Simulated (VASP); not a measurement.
A run of VASP 6.6.1 is set up as follows.

File POSCAR:

```
Cr3N2
1.0
   -1.4326789489      1.4326789489      5.7676750000
    1.4326789489     -1.4326789489      5.7676750000
    1.4326789489      1.4326789489     -5.7676750000
Cr N
3 2
Direct
    0.0000000000      0.0000000000      0.0000000000
    0.6531535000      0.6531535000      0.0000000000
    0.3468465000      0.3468465000      0.0000000000
    0.8316505000      0.8316505000      0.0000000000
    0.1683495000      0.1683495000      0.0000000000
```

File INCAR.step1:

```
  PREC = Accurate
  ENCUT = 660
  ISMEAR = 0
  SIGMA = 0.1
  LREAL = False
  LASPH = True
  NELM = 200
  ISPIN = 2
  MAGMOM = 3 3 3 0 0
  LMAXMIX = 4
  NBANDS = 35
  GGA = PE
  ALGO = Normal
  EDIFF = 1E-5
  LWAVE = True
  LCHARG = False
  GGA_COMPAT = False
```

File INCAR.step2:

```
  PREC = Accurate
  ENCUT = 660
  EDIFF = 1E-6
  ISMEAR = 0
  SIGMA = 0.1
  LREAL = False
  LASPH = True
  NELM = 200
  ALGO = Normal
  ISIF = 2
  LWAVE = False
  LCHARG = True
  ISPIN = 2
  MAGMOM = 3 3 3 0 0
  LORBIT = 11
  LMAXMIX = 4
  METAGGA = R2SCAN
  LMIXTAU = True
  LELF = True
  LVHAR = True
  NBANDS = 35
  ISTART = 1
  GGA_COMPAT = False
```

File KPOINTS:

```
Automatic mesh
0
Gamma
  8 8 8
```

Potentials or basis: VASP PAW PBE potentials, release 64 (Cr_pv, N).

Run with:

```sh
$ cat potpaw_PBE.64/Cr_pv/POTCAR potpaw_PBE.64/N/POTCAR > POTCAR
$ cp INCAR.step1 INCAR
$ mpirun -np 1 vasp_std > vasp.out
$ cp INCAR.step2 INCAR
$ mpirun -np 1 vasp_std > vasp.out
```

Problem. What does it give for the largest force?

Solution. 0.381 eV/Å.

Problem. Estimate the site moments.

Solution. Cr -2.76, +2.48 (each value once); N -0.01 μB.

Stress tensor (GPa, compression positive):
```
13.48  0.00  0.00
 0.00 13.48  0.00
 0.00  0.00  5.68
```

Caveat: the stress differs along the axes, from 6 to 13 GPa; the PAW data sets were made with another functional, which shifts forces and pressure a little; the run started ferromagnetic, and an antiferromagnetic order may lie lower in energy.
